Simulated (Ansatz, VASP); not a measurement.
## In3GaAs4: VASP beside Ansatz

```
In Ga As
1.0
     5.96000    0.00000    0.00000
     0.00000    5.96000    0.00000
     0.00000    0.00000    5.96000
In Ga As
3 1 4
Direct
  0.50000 0.00000 0.50000
  0.00000 0.50000 0.50000
  0.50000 0.50000 0.00000
  0.00000 0.00000 0.00000
  0.76100 0.76100 0.23900
  0.76100 0.23900 0.76100
  0.23900 0.76100 0.76100
  0.23900 0.23900 0.23900
```

Alike in both runs: task relaxation of cell and atoms; functional PBE; k mesh 3 × 3 × 3; occupations gaussian, width 0.2 eV; no spin polarisation.

|  | VASP | Ansatz |
| --- | --- | --- |
| version | VASP 6.6.1 | Ansatz 0.2.0 |
| potentials or method | VASP PAW PBE potentials, release 64 (In_d, Ga_d, As), cutoff 600 eV | scalar-relativistic, plane waves, PAW |
| valence electrons in the cell | 72 | 112 |

```tsv
	VASP	Ansatz	Ansatz less VASP
gap on the k mesh at the Fermi level, each at its own relaxed structure (eV)	none	none	-
relaxed volume (Å³/atom)	28.17	28.20	+0.027
relaxed length of the cell vector where the two differ most in proportion (Å)	6.086	6.088	+0.0020
```

A gap of «none» marks a metal or a gap that the smearing closes. VASP's potentials hold 72 valence electrons a cell and Ansatz's 112, so a difference there can come from the potentials and not from the codes.
